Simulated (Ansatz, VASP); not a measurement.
**Two plane-wave programs on ZrB2**

```
Zr B
1.0
     3.17203    0.00000    0.00000
    -1.58602    2.74706    0.00000
     0.00000    0.00000    3.74649
Zr B
1 2
Direct
  0.00000 0.00000 0.00000
  0.33333 0.66667 0.50000
  0.66667 0.33333 0.50000
```

Alike in both runs: task single point; functional PBEsol; k mesh 18 × 18 × 12; occupations gaussian, width 0.15 eV; no spin polarisation.

|  | VASP | Ansatz |
| --- | --- | --- |
| version | VASP 6.6.1 | Ansatz 0.2.0 |
| potentials or method | VASP PAW PBE potentials, release 64 (Zr_sv, B), cutoff 520 eV | scalar-relativistic, plane waves, PAW |
| valence electrons in the cell | 18 | 18 |

```csv
,VASP,Ansatz,Ansatz less VASP
gap on the k mesh at the Fermi level (eV),none,none,-
pressure (GPa),-15.1,-15.4,-0.26
"traceless stress, the component that is largest in VASP (GPa)",-11.16,-11.13,+0.028
```

VASP's potentials were made for PBE, not for PBEsol. A gap of «none» marks a metal or a gap that the smearing closes. The functional is the same, so the differences come from potentials, cutoffs and numerics.
